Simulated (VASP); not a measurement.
# Be (P6_3/mmc) in VASP: further runs

Be is run at these levels: PBE; tasks: single point.

Everything below comes from runs of VASP 6.6.1. Logs are shortened: lines on timing, memory, paths and dates and some standing lists are left out, and cuts for length are marked.

## Step 1: The cell of the first run

It takes space group P6_3/mmc (No. 194, hexagonal). The conventional cell has a = 2.266 Å, b = 2.266 Å, c = 3.559 Å, α = 90.00°, β = 90.00°, γ = 120.00°. Be (site symmetry -6m2) has 12 Be at 2.21 to 2.27 Å within 2.9 Å.

## Step 2: Single point, PBE

INCAR

```
PREC = Accurate
ENCUT = 520
EDIFF = 1E-6
ISMEAR = -1
SIGMA = 0.03
LREAL = F
LASPH = T
NELM = 80
ALGO = Normal
ISIF = 2
LWAVE = F
LCHARG = T
GGA = PE
LELF = T
LVHAR = T
NBANDS = 9
```

KPOINTS

```
Automatic mesh
0
Gamma
  16 16 9
```

POSCAR

```
Be
1.0
    2.2656737714      0.0000000000      0.0000000000
   -1.1328368857      1.9621310427      0.0000000000
    0.0000000000      0.0000000000      3.5587036811
Be
2
Direct
    0.3333333333      0.6666666667      0.2500000000
    0.6666666667      0.3333333333      0.7500000000
```

Potentials or basis: VASP PAW PBE potentials, release 64 (Be).

The run is started by

```bash
$ cat potpaw_PBE.64/Be/POTCAR > POTCAR
$ mpirun -np 1 vasp_std > vasp.out
```

OUTCAR:

```text
PREC = Accurate
   ENCUT = 520
   EDIFF = 1E-6
   ISMEAR = -1
   LREAL = F
   LASPH = T
   NELM = 80
   ISIF = 2
   GGA = PE

 ion  position               nearest neighbor table
   1  0.333  0.667  0.250-   2 2.21   2 2.21   2 2.21   2 2.21   2 2.21   2 2.21
   2  0.667  0.333  0.750-   1 2.21   1 2.21   1 2.21   1 2.21   1 2.21   1 2.21

  LATTYP: Found a hexagonal cell.
 ALAT       =     2.2656737714
 C/A-ratio  =     1.5707043644

  Lattice vectors:

 A1 = (   2.2656737714,   0.0000000000,   0.0000000000)
 A2 = (  -1.1328368857,   1.9621310427,   0.0000000000)
 A3 = (   0.0000000000,   0.0000000000,   3.5587036811)

Analysis of symmetry for initial positions (statically):
=====================================================================
 Subroutine PRICEL returns:
 Original cell was already a primitive cell.

 Routine SETGRP: Setting up the symmetry group for a
 hexagonal supercell.

 Subroutine GETGRP returns: Found 24 space group operations
 (whereof 12 operations were pure point group operations)
 out of a pool of 24 trial point group operations.

The static configuration has the point symmetry D_3d.
 The point group associated with its full space group is D_6h.

Analysis of symmetry for dynamics (positions and initial velocities):
=====================================================================
 Subroutine PRICEL returns:
 Original cell was already a primitive cell.

 Routine SETGRP: Setting up the symmetry group for a
 hexagonal supercell.

 Subroutine GETGRP returns: Found 24 space group operations
 (whereof 12 operations were pure point group operations)
 out of a pool of 24 trial point group operations.

The dynamic configuration has the point symmetry D_3d.
 The point group associated with its full space group is D_6h.

 Subroutine INISYM returns: Found 24 space group operations
 (whereof 12 operations are pure point group operations),
 and found     1 'primitive' translations

----------------------------------------------------------------------------------------

                                     Primitive cell

  volume of cell :      15.8204

  direct lattice vectors                    reciprocal lattice vectors
     2.265673771  0.000000000  0.000000000     0.441369809  0.254824978  0.000000000
    -1.132836886  1.962131043  0.000000000     0.000000000  0.509649956  0.000000000
     0.000000000  0.000000000  3.558703681     0.000000000  0.000000000  0.281001199

  length of vectors
[... 88 lines left out ...]
   ISIF   =      2    stress and relaxation
   ISYM   =      2    0-nonsym 1-usesym 2-fastsym
   POTIM  = 0.5000    time-step for ionic-motion
   TEBEG  =    0.0;   TEEND  =   0.0 temperature during run
   PSTRESS=    0.0 pullay stress
   NELECT =       4.0000    total number of electrons
   NUPDOWN=      -1.0000    fix difference up-down
   EMIN   =  10.00;   EMAX   =-10.00  energy-range for DOS
   EFERMI =   0.00;   METHOD = LEGACY
   ISMEAR =    -1;   SIGMA  =   0.03  broadening in eV -4-tet -1-fermi 0-gaus
   EFERMI_NEDOS =   21; number of points for ismear=-14 and -15
   IALGO  =     38    algorithm
   IMIX   =      4    mixing-type and parameters
     AMIX     =   0.40;   BMIX     =  1.00
     AMIX_MAG =   1.60;   BMIX_MAG =  1.00
  volume/ion in A,a.u.               =       7.91        53.38
  Fermi-wavevector in a.u.,A,eV,Ry     =   1.035196  1.956236 14.580411  1.071630
  Thomas-Fermi vector in A             =   2.169527
   LORBIT       =      0    0 simple, 1 ext, 2 COOP (PROOUT), +10 PAW based schemes
   GGA     = PE    functional components
   LHFCALC =     F    Hartree Fock is set to
   AEXX    =    0.0000 exact exchange contribution
   IVDW    =     0    specifies the selected vdW correction
   LEPSILON=     F    determine dielectric tensor
   LRPA    =     F    only Hartree local field effects (RPA)
 non-spin polarized calculation
  energy-cutoff  :      520.00
  volume of cell :       15.82
 maximum number of plane-waves:       440
 NGX is ok and might be reduce to    18
   NGX =  9   NGY =  9   NGZ = 13

 number of electron       4.0000000 magnetization

 Free energy of the ion-electron system (eV)
  ---------------------------------------------------
  ext. energy  EPLUGINS =         0.00000000
  ---------------------------------------------------
  free energy    TOTEN  =        -7.53858826 eV

  energy without entropy =       -7.53814857  energy(sigma->0) =       -7.53836842

 E-fermi :   7.0030     XC(G=0): -10.6038

 val. band max:        6.9804083170   @ k =   0.3125   0.1250   0.0000
 cond. band min:       7.0325242360   @ k =   0.2500   0.2500   0.1111
 fundamental gap:      0.0521159190
 Fermi energy:         7.0029811981

 k-point     1 :       0.0000    0.0000    0.0000
  band No.  band energies     occupation
      1      -4.3276      2.00000
      2       2.6048      2.00000
      3       8.1740      0.00000
      4      22.9599      0.00000
      5      22.9599      0.00000
      6      25.8196      0.00000
      7      25.8196      0.00000
      8      27.9891      0.00000
      9      34.0855      0.00000
[... 265 lines left out ...]
 k-point    24 :       0.2500    0.1875    0.0000
  band No.  band energies     occupation
      1      -0.1594      2.00000
      2       7.9470      0.00000
      3       8.0416      0.00000
      4      10.8667      0.00000
      5      14.6838      0.00000
      6      18.9286      0.00000
      7      21.7584      0.00000
      8      22.8958      0.00000
      9      24.0983      0.00000

 [... further k-points ...]

------------------------ aborting loop because EDIFF is reached ----------------------------------------

  FORCE on cell =-STRESS in cart. coord.  units (eV):
  Direction    XX          YY          ZZ          XY          YZ          ZX
  --------------------------------------------------------------------------------------
  -------------------------------------------------------------------------------------
  Total        0.0213232      0.0213232      0.0014623      0.0000000      0.0000000      0.0000000
  in kB        2.1594663      2.1594663      0.1480875      0.0000000      0.0000000      0.0000000
  external PRESSURE =       1.4890067 kB  Pullay stress =       0.0000000 kB

 VOLUME and BASIS-vectors are now :
 -----------------------------------------------------------------------------
  energy-cutoff  :      520.00
  volume of cell :       15.82
      direct lattice vectors                 reciprocal lattice vectors
     2.265673771  0.000000000  0.000000000     0.441369809  0.254824978  0.000000000
    -1.132836886  1.962131043  0.000000000     0.000000000  0.509649956  0.000000000
     0.000000000  0.000000000  3.558703681     0.000000000  0.000000000  0.281001199

 POSITION                                       TOTAL-FORCE (eV/Angst)
 -----------------------------------------------------------------------------------
     -0.00000      1.30809      0.88968         0.000000     -0.000000      0.000000
      1.13284      0.65404      2.66903        -0.000000      0.000000      0.000000
 -----------------------------------------------------------------------------------
    total drift:                                0.000000     -0.000000      0.000000

  FREE ENERGIE OF THE ION-ELECTRON SYSTEM (eV)
  ---------------------------------------------------
  free  energy   TOTEN  =        -7.5385882621 eV

  energy  without entropy=       -7.5381485720  energy(sigma->0) =       -7.53836842
```

OSZICAR:

```text
N       E                     dE             d eps       ncg     rms          rms(c)
DAV:   1    -0.297101499472E+01   -0.29710E+01   -0.17827E+03  2724   0.364E+02
DAV:   2    -0.755788315875E+01   -0.45869E+01   -0.44554E+01  4216   0.536E+01
DAV:   3    -0.760301450756E+01   -0.45131E-01   -0.45047E-01  3036   0.369E+00
DAV:   4    -0.760308159520E+01   -0.67088E-04   -0.67084E-04  3365   0.148E-01
DAV:   5    -0.760308163027E+01   -0.35063E-07   -0.35768E-07  3032   0.321E-03    0.121E+00
DAV:   6    -0.755700534039E+01    0.46076E-01   -0.59966E-03  2950   0.774E-01    0.744E-01
DAV:   7    -0.753861160656E+01    0.18394E-01   -0.65296E-03  2932   0.806E-01    0.275E-02
DAV:   8    -0.753858958189E+01    0.22025E-04   -0.15143E-05  2944   0.322E-02    0.948E-03
DAV:   9    -0.753858845262E+01    0.11293E-05   -0.28270E-06  3103   0.143E-02    0.108E-03
DAV:  10    -0.753858826210E+01    0.19052E-06   -0.50382E-09  1670   0.585E-04
   1 F= -.75385883E+01 E0= -.75383684E+01  d E =-.439690E-03
```

stdout:

```text
POSCAR found type information on POSCAR Be
 POSCAR found :  1 types and       2 ions
 scaLAPACK will be used
 LDA part: xc-table for (Slater+PW92), standard interpolation
 POSCAR, INCAR and KPOINTS ok, starting setup
 FFT: planning ... GRIDC
 FFT: planning ... GRID_SOFT
 FFT: planning ... GRID
 WAVECAR not read
 entering main loop
```

It took 9.5 s on 1 thread of Intel Xeon Platinum 8488C (Sapphire Rapids), shared host; peak memory 0.13 GiB.

What came out:

```yaml
Free_energy: -7.5386 eV
Pressure: 0.1 GPa
Band_gap_on_the_k_mesh: zero (band 2 reaches 7.95 eV, above the bottom of band 3 at 6.35 eV)
```

Stress tensor (GPa, compression positive):
```
0.22 0.00 0.00
0.00 0.22 0.00
0.00 0.00 0.01
```

## Step 3: Single point, PBE

INCAR

```
ALGO     = Normal         # electronic algorithm
EDIFF    = 1E-6           # SCF threshold, eV
ENCUT    = 520            # plane-wave cutoff, eV
GGA      = PE             # functional
ISIF     = 2              # what is computed and relaxed
ISMEAR   = -1             # smearing method
LASPH    = T              # aspherical terms in the spheres
LCHARG   = F              # write CHGCAR
LREAL    = F              # projectors in reciprocal space
LWAVE    = F              # write WAVECAR
NBANDS   = 9              # bands
NELM     = 60             # most SCF steps
PREC     = Accurate       # precision mode
SIGMA    = 0.2            # smearing width, eV
```

KPOINTS

```
k-points
0
Gamma
  16 16 9
```

POSCAR is that of step 2.

Potentials or basis: VASP PAW PBE potentials, release 64 (Be).

The run is started by

```bash
$ cat potpaw_PBE.64/Be/POTCAR > POTCAR
$ mpirun -np 1 vasp_std > vasp.out
```

Run time: 9.1 s. Hardware: 1 thread of Intel Xeon Platinum 8488C (Sapphire Rapids), shared host; peak memory 0.13 GiB.

It converged, with:

- Free energy: -7.5455 eV
- Pressure: 0.2 GPa
- Band gap on the k mesh: zero (band 2 reaches 7.95 eV, above the bottom of band 3 at 6.35 eV)

Stress tensor (GPa, compression positive):
```
0.09 0.00 0.00
0.00 0.09 0.00
0.00 0.00 0.37
```

Levels at points of the mesh, in eV from the Fermi level:
| k point | band 1 | band 2 | band 3 | band 4 | band 5 |
| --- | --- | --- | --- | --- | --- |
| (0.00, 0.00, 0.00) | -11.35 | -4.42 | 1.15 | 15.93 | 15.93 |
| (0.50, 0.00, 0.00) | -5.02 | -3.15 | 3.63 | 6.50 | 6.77 |

## Step 4: Single point, PBE

INCAR

```
  PREC = Accurate
  ENCUT = 520
  EDIFF = 1E-6
  ISMEAR = -1
  SIGMA = 0.3
  LREAL = F
  LASPH = T
  NELM = 100
  ALGO = Normal
  ISIF = 2
  LWAVE = F
  LCHARG = F
  GGA = PE
  NBANDS = 9
```

KPOINTS

```
regular mesh
0
Gamma
  16 16 9
```

POSCAR is that of step 3.

The run is started by

```bash
$ cat potpaw_PBE.64/Be/POTCAR > POTCAR
$ mpirun -np 1 vasp_std > vasp.out
```

Wall time 9.2 s (1 thread of Intel Xeon Platinum 8488C (Sapphire Rapids), shared host); peak memory 0.13 GiB.

It converged, with:

```
Free energy            : -7.5575 eV
Pressure               : 0.3 GPa
Band gap on the k mesh : zero (band 2 reaches 7.95 eV, above the bottom of band 3 at 6.35 eV)
```

Stress tensor (GPa, compression positive):
```
0.17 0.00 0.00
0.00 0.17 0.00
0.00 0.00 0.67
```

Levels at points of the mesh, in eV from the Fermi level:
| k point | band 1 | band 2 | band 3 | band 4 | band 5 |
| --- | --- | --- | --- | --- | --- |
| (0.00, 0.00, 0.00) | -11.39 | -4.46 | 1.11 | 15.90 | 15.90 |
| (0.50, 0.00, 0.00) | -5.06 | -3.19 | 3.59 | 6.46 | 6.74 |

## Step 5: Summary

```tsv
smearing	gap on the mesh (eV)	pressure (GPa)
fermi-dirac 0.03 eV	none	0.1
fermi-dirac 0.2 eV	none	0.2
fermi-dirac 0.3 eV	none	0.3
```

Alike in all rows: task single point; level PBE; potentials or basis VASP PAW PBE potentials, release 64 (Be); no spin polarisation; cell as given; k mesh 16 × 16 × 9; cutoff (eV) 520.

Every run on the cell as given and a fine mesh finds a metal.

Total energies depend on the potentials used, so only differences within one code and one set of settings carry meaning.
